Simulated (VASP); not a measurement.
A run of VASP 6.6.1 is set up as follows.

Contents of INCAR:

```
PREC = Accurate ; ENCUT = 520
EDIFF = 1E-6 ; ISMEAR = 0
SIGMA = 0.15 ; LREAL = False
LASPH = True ; NELM = 100
ALGO = Normal ; ISIF = 2
LWAVE = False ; LCHARG = False
GGA = PS ; NBANDS = 17
```

File KPOINTS:

```
Automatic mesh
0
Gamma
  18 18 10
```

POSCAR

```
Pt
1.0
    2.9815188650      0.0000000000      0.0000000000
   -1.4907594325      2.5820710790      0.0000000000
    0.0000000000      0.0000000000      4.6004486400
Pt
2
Direct
    0.6666666667      0.3333333333      0.7500000000
    0.3333333333      0.6666666667      0.2500000000
```

Potentials or basis: VASP PAW PBE potentials, release 64 (Pt).

Command:

```bash
$ cat potpaw_PBE.64/Pt/POTCAR > POTCAR
$ mpirun -np 1 vasp_std > vasp.out
```

(1) Predict the band gap on the k mesh.

(2) Predict the pressure.

Answers

(1) zero (bands 10 and 11 overlap by 0.98 eV).

(2) -28.2 GPa.

Caveat: the cell differs from its parent crystal (strain +0.080 along x and y, -0.040 along z); the cell stands under tension; the PAW data sets were made with another functional, which shifts forces and pressure a little; spin-orbit coupling is left out, which moves the levels of the heavy elements.
